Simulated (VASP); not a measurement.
# ScAl3 (Pmmm) in VASP: a series of runs

The runs below take ScAl3 through single point, with PBE.

Program: VASP 6.6.1. These are calculated values, not measurements. Logs are shortened: lines on timing, memory, paths and dates and some standing lists are left out, and cuts for length are marked.

## (1) The cell of the first run

Symmetry: Pmmm, No. 47, orthorhombic system. Conventional cell: a = 3.941 Å, b = 4.105 Å, c = 4.270 Å, α = 90.00°, β = 90.00°, γ = 90.00°. Sc (site symmetry mmm) has 12 Al at 2.85 to 2.96 Å within 3.7 Å. Within 3.7 Å of Al (site symmetry mmm) lie 4 Sc at 2.85 Å and 8 Al at 2.91 to 2.96 Å. Al (site symmetry mmm) has 8 Al at 2.85 to 2.91 Å and 4 Sc at 2.96 Å within 3.7 Å. Al (site symmetry mmm) has 8 Al at 2.85 to 2.96 Å and 4 Sc at 2.91 Å within 3.7 Å.

## (2) Single point, PBE (strain -0.0400 x Voigt [1, -1, 0, 0, 0, 0])

INCAR

```
PREC = Accurate ; ENCUT = 520
EDIFF = 1E-7 ; ISMEAR = 0
SIGMA = 0.15 ; LREAL = F
LASPH = T ; NELM = 80
ALGO = Fast ; ISIF = 2
LWAVE = F ; LCHARG = F
GGA = PE ; NBANDS = 18
```

KPOINTS

```
Automatic mesh
0
Gamma
  12 12 12
```

POSCAR

```
ScAl3
1.0
    3.9411173729      0.0000000000      0.0000000000
    0.0000000000      4.2695438207      0.0000000000
    0.0000000000      0.0000000000      4.1053305968
Sc Al
1 3
Direct
    0.0000000000      0.0000000000      0.0000000000
    0.5000000000      0.0000000000      0.5000000000
    0.0000000000      0.5000000000      0.5000000000
    0.5000000000      0.5000000000      0.0000000000
```

Potentials or basis: VASP PAW PBE potentials, release 64 (Sc_sv, Al).

Command:

```console
> cat potpaw_PBE.64/Sc_sv/POTCAR potpaw_PBE.64/Al/POTCAR > POTCAR
> mpirun -np 1 vasp_std > vasp.out
```

OUTCAR:

```text
PREC = Accurate
   ENCUT = 520
   EDIFF = 1E-7
   ISMEAR = 0
   LREAL = F
   LASPH = T
   NELM = 80
   ISIF = 2
   GGA = PE

 ion  position               nearest neighbor table
   1  0.000  0.000  0.000-   2 2.85   2 2.85   2 2.85   2 2.85   4 2.91   4 2.91   4 2.91   4 2.91
                             3 2.96   3 2.96   3 2.96   3 2.96
   2  0.500  0.000  0.500-   1 2.85   1 2.85   1 2.85   1 2.85   3 2.91   3 2.91   3 2.91   3 2.91
                             4 2.96   4 2.96   4 2.96   4 2.96
   3  0.000  0.500  0.500-   4 2.85   4 2.85   4 2.85   4 2.85   2 2.91   2 2.91   2 2.91   2 2.91
                             1 2.96   1 2.96   1 2.96   1 2.96
   4  0.500  0.500  0.000-   3 2.85   3 2.85   3 2.85   3 2.85   1 2.91   1 2.91   1 2.91   1 2.91
                             2 2.96   2 2.96   2 2.96   2 2.96

  LATTYP: Found a simple orthorhombic cell.
 ALAT       =     3.9411173729
 B/A-ratio  =     1.0416666667
 C/A-ratio  =     1.0833333333

  Lattice vectors:

 A1 = (  -3.9411173729,   0.0000000000,   0.0000000000)
 A2 = (   0.0000000000,   0.0000000000,   4.1053305968)
 A3 = (   0.0000000000,   4.2695438207,   0.0000000000)

Analysis of symmetry for initial positions (statically):
=====================================================================
 Subroutine PRICEL returns:
 Original cell was already a primitive cell.

 Routine SETGRP: Setting up the symmetry group for a
 simple orthorhombic supercell.

 Subroutine GETGRP returns: Found  8 space group operations
 (whereof  8 operations were pure point group operations)
 out of a pool of  8 trial point group operations.

The static configuration has the point symmetry D_2h.

Analysis of symmetry for dynamics (positions and initial velocities):
=====================================================================
 Subroutine PRICEL returns:
 Original cell was already a primitive cell.

 Routine SETGRP: Setting up the symmetry group for a
 simple orthorhombic supercell.

 Subroutine GETGRP returns: Found  8 space group operations
 (whereof  8 operations were pure point group operations)
 out of a pool of  8 trial point group operations.

The dynamic configuration has the point symmetry D_2h.

 Subroutine INISYM returns: Found  8 space group operations
 (whereof  8 operations are pure point group operations),
 and found     1 'primitive' translations

----------------------------------------------------------------------------------------

                                     Primitive cell

  volume of cell :      69.0795

  direct lattice vectors                    reciprocal lattice vectors
     3.941117373  0.000000000  0.000000000     0.253735148  0.000000000  0.000000000
     0.000000000  4.269543821  0.000000000     0.000000000  0.234217060  0.000000000
     0.000000000  0.000000000  4.105330597     0.000000000  0.000000000  0.243585742

  length of vectors
     3.941117373  4.269543821  4.105330597     0.253735148  0.234217060  0.243585742

  position of ions in fractional coordinates (direct lattice)
     0.000000000  0.000000000  0.000000000
     0.500000000  0.000000000  0.500000000
     0.000000000  0.500000000  0.500000000
     0.500000000  0.500000000  0.000000000

  ion indices of the primitive-cell ions
   primitive index   ion index
                 1           1
                 2           2
                 3           3
                 4           4

----------------------------------------------------------------------------------------

 KPOINTS: Automatic mesh

Automatic generation of k-mesh.
 Grid dimensions read from file:
 generate k-points for:   12   12   12

 Generating k-lattice:

  Cartesian coordinates                     Fractional coordinates (reciprocal lattice)
     0.021144596  0.000000000  0.000000000     0.083333333  0.000000000  0.000000000
     0.000000000  0.019518088  0.000000000     0.000000000  0.083333333  0.000000000
     0.000000000  0.000000000  0.020298812     0.000000000  0.000000000  0.083333333

  Length of vectors
     0.021144596  0.019518088  0.020298812

  Shift w.r.t. Gamma in fractional coordinates (k-lattice)
     0.000000000  0.000000000  0.000000000

 Subroutine IBZKPT returns following result:
 ===========================================

 Found    343 irreducible k-points:

 Following reciprocal coordinates:
            Coordinates               Weight
  0.000000  0.000000  0.000000      1.000000
  0.083333  0.000000  0.000000      2.000000
  0.166667  0.000000  0.000000      2.000000
  0.250000  0.000000  0.000000      2.000000
  0.333333  0.000000  0.000000      2.000000
  0.416667  0.000000  0.000000      2.000000
[... 16 lines left out ...]
  0.083333  0.250000  0.000000      4.000000
  0.166667  0.250000  0.000000      4.000000
 [... further k-points ...]
   k-points           NKPTS =    343   k-points in BZ     NKDIM =    343   number of bands    NBANDS=     18
   number of dos      NEDOS =    301   number of ions     NIONS =      4
   total plane-waves  NPLWV =  30720
   dimension x,y,z NGX =    30 NGY =   32 NGZ =   32
   dimension x,y,z NGXF=    60 NGYF=   64 NGZF=   64
   ions per type =               1   3
   NGX,Y,Z   is equivalent  to a cutoff of  12.65, 12.46, 12.96 a.u.
   NGXF,Y,Z  is equivalent  to a cutoff of  25.31, 24.92, 25.92 a.u.
 SYSTEM =  unknown system
   PREC   = accura    normal or accurate (medium, high low for compatibility)
   ISTART =      0    job   : 0-new  1-cont  2-samecut
   ICHARG =      2    charge: 1-file 2-atom 10-const
   ISPIN  =      1    spin polarized calculation?
   LNONCOLLINEAR =      F non collinear calculations
   LSORBIT =      F    spin-orbit coupling
   LASPH  =      T    aspherical Exc in radial PAW
   ENCUT  =  520.0 eV  38.22 Ry    6.18 a.u.   7.33  7.94  7.63*2*pi/ulx,y,z
   NELM   =     80;   NELMIN=  2; NELMDL= -5     # of ELM steps
   EDIFF  = 0.1E-06   stopping-criterion for ELM
   LREAL  =      F    real-space projection
   EDIFFG = 0.1E-05   stopping-criterion for IOM
   NSW    =      0    number of steps for IOM
   IBRION =     -1    ionic relax: 0-MD 1-quasi-New 2-CG
   NFREE  =      0    steps in history (QN), initial steepest desc. (CG)
   ISIF   =      2    stress and relaxation
   ISYM   =      2    0-nonsym 1-usesym 2-fastsym
   POTIM  = 0.5000    time-step for ionic-motion
   TEBEG  =    0.0;   TEEND  =   0.0 temperature during run
   PSTRESS=    0.0 pullay stress
   NELECT =      20.0000    total number of electrons
   NUPDOWN=      -1.0000    fix difference up-down
   EMIN   =  10.00;   EMAX   =-10.00  energy-range for DOS
   EFERMI =   0.00;   METHOD = LEGACY
   ISMEAR =     0;   SIGMA  =   0.15  broadening in eV -4-tet -1-fermi 0-gaus
   EFERMI_NEDOS =   21; number of points for ismear=-14 and -15
   IALGO  =     68    algorithm
   IMIX   =      4    mixing-type and parameters
     AMIX     =   0.40;   BMIX     =  1.00
     AMIX_MAG =   1.60;   BMIX_MAG =  1.00
  volume/ion in A,a.u.               =      17.27       116.54
  Fermi-wavevector in a.u.,A,eV,Ry     =   1.083017  2.046605 15.958617  1.172925
  Thomas-Fermi vector in A             =   2.219072
   LORBIT       =      0    0 simple, 1 ext, 2 COOP (PROOUT), +10 PAW based schemes
   GGA     = PE    functional components
   LHFCALC =     F    Hartree Fock is set to
   AEXX    =    0.0000 exact exchange contribution
   IVDW    =     0    specifies the selected vdW correction
   LEPSILON=     F    determine dielectric tensor
   LRPA    =     F    only Hartree local field effects (RPA)
 non-spin polarized calculation
 RMM-DIIS sequential band-by-band and
 Gauss-broadening in eV      SIGMA  =   0.15
  energy-cutoff  :      520.00
  volume of cell :       69.08
 maximum number of plane-waves:      1884
 NGX is ok and might be reduce to    30
   NGX = 15   NGY = 15   NGZ = 15

 number of electron      20.0000001 magnetization

 Free energy of the ion-electron system (eV)
  ---------------------------------------------------
  ext. energy  EPLUGINS =         0.00000000
  ---------------------------------------------------
  free energy    TOTEN  =       -19.21058976 eV

  energy without entropy =      -19.19362647  energy(sigma->0) =      -19.20210811

 E-fermi :   7.1667     XC(G=0): -10.3734

 val. band max:        7.1663353589   @ k =   0.1667   0.0833   0.2500
 cond. band min:       7.1739402477   @ k =   0.1667   0.0000   0.4167
 fundamental gap:      0.0076048887
 Fermi energy:         7.1667048135

 k-point     1 :       0.0000    0.0000    0.0000
  band No.  band energies     occupation
      1     -41.8470      2.00000
      2     -20.5719      2.00000
      3     -20.5470      2.00000
      4     -20.5174      2.00000
      5      -2.8005      2.00000
      6       4.1842      2.00000
[... 10 lines left out ...]
     17      12.2789      0.00000
     18      12.5680      0.00000

 k-point     2 :       0.0833    0.0000    0.0000
  band No.  band energies     occupation
      1     -41.8469      2.00000
      2     -20.5717      2.00000
      3     -20.5467      2.00000
      4     -20.5204      2.00000
      5      -2.7314      2.00000
      6       4.1799      2.00000
[... 10 lines left out ...]
     17      12.3896      0.00000
     18      12.4251      0.00000

 k-point     3 :       0.1667    0.0000    0.0000
  band No.  band energies     occupation
      1     -41.8465      2.00000
      2     -20.5709      2.00000
      3     -20.5460      2.00000
      4     -20.5286      2.00000
      5      -2.5255      2.00000
      6       3.4182      2.00000
[... 10 lines left out ...]
     17      12.5234      0.00000
     18      12.6789      0.00000

 k-point     4 :       0.2500    0.0000    0.0000
  band No.  band energies     occupation
      1     -41.8460      2.00000
      2     -20.5699      2.00000
      3     -20.5450      2.00000
      4     -20.5398      2.00000
      5      -2.1870      2.00000
      6       2.4066      2.00000
[... 375 lines left out ...]
      4     -20.5167      2.00000
      5      -2.2838      2.00000
      6       1.7484      2.00000
[... 10 lines left out ...]
     17      12.1103      0.00000
     18      12.2919      0.00000

 k-point    23 :       0.0833    0.2500    0.0000
  band No.  band energies     occupation
      1     -41.8465      2.00000
      2     -20.5821      2.00000
      3     -20.5460      2.00000
      4     -20.5197      2.00000
      5      -2.2171      2.00000
      6       1.8056      2.00000
[... 10 lines left out ...]
     17      11.8643      0.00000
     18      12.3065      0.00000

 k-point    24 :       0.1667    0.2500    0.0000
  band No.  band energies     occupation
      1     -41.8461      2.00000
      2     -20.5812      2.00000
      3     -20.5453      2.00000
      4     -20.5277      2.00000
      5      -2.0184      2.00000
      6       1.9747      2.00000
[... 10 lines left out ...]
     17      11.7173      0.00000
     18      12.3199      0.00000

 [... further k-points ...]

------------------------ aborting loop because EDIFF is reached ----------------------------------------

  FORCE on cell =-STRESS in cart. coord.  units (eV):
  Direction    XX          YY          ZZ          XY          YZ          ZX
  --------------------------------------------------------------------------------------
  -------------------------------------------------------------------------------------
  Total        2.5349918     -2.1993267      0.3637079      0.0000000      0.0000000      0.0000000
  in kB       58.7946981    -51.0095321      8.4355688      0.0000000      0.0000000      0.0000000
  external PRESSURE =       5.4069116 kB  Pullay stress =       0.0000000 kB

 VOLUME and BASIS-vectors are now :
 -----------------------------------------------------------------------------
  energy-cutoff  :      520.00
  volume of cell :       69.08
      direct lattice vectors                 reciprocal lattice vectors
     3.941117373  0.000000000  0.000000000     0.253735148  0.000000000  0.000000000
     0.000000000  4.269543821  0.000000000     0.000000000  0.234217060  0.000000000
     0.000000000  0.000000000  4.105330597     0.000000000  0.000000000  0.243585742

 POSITION                                       TOTAL-FORCE (eV/Angst)
 -----------------------------------------------------------------------------------
      0.00000      0.00000      0.00000         0.000000      0.000000      0.000000
      1.97056      0.00000      2.05267         0.000000      0.000000      0.000000
      0.00000      2.13477      2.05267         0.000000      0.000000      0.000000
      1.97056      2.13477      0.00000         0.000000      0.000000      0.000000
 -----------------------------------------------------------------------------------
    total drift:                               -0.000000     -0.000000      0.000000

  FREE ENERGIE OF THE ION-ELECTRON SYSTEM (eV)
  ---------------------------------------------------
  free  energy   TOTEN  =       -19.2105897575 eV

  energy  without entropy=      -19.1936264715  energy(sigma->0) =      -19.20210811
```

Wall time 6.3 min (1 thread of Oxide Virtual Turin-like, shared host); peak memory 0.45 GiB.

Results:

* Free energy: -19.2106 eV
* Pressure: 0.5 GPa
* Band gap on the k mesh: zero (band 10 reaches 8.06 eV, above the bottom of band 11 at 4.41 eV)

Caveat: the cell differs from its parent crystal (strain -0.0400 x Voigt [1, -1, 0, 0, 0, 0]).

[end of part 1 of 2]
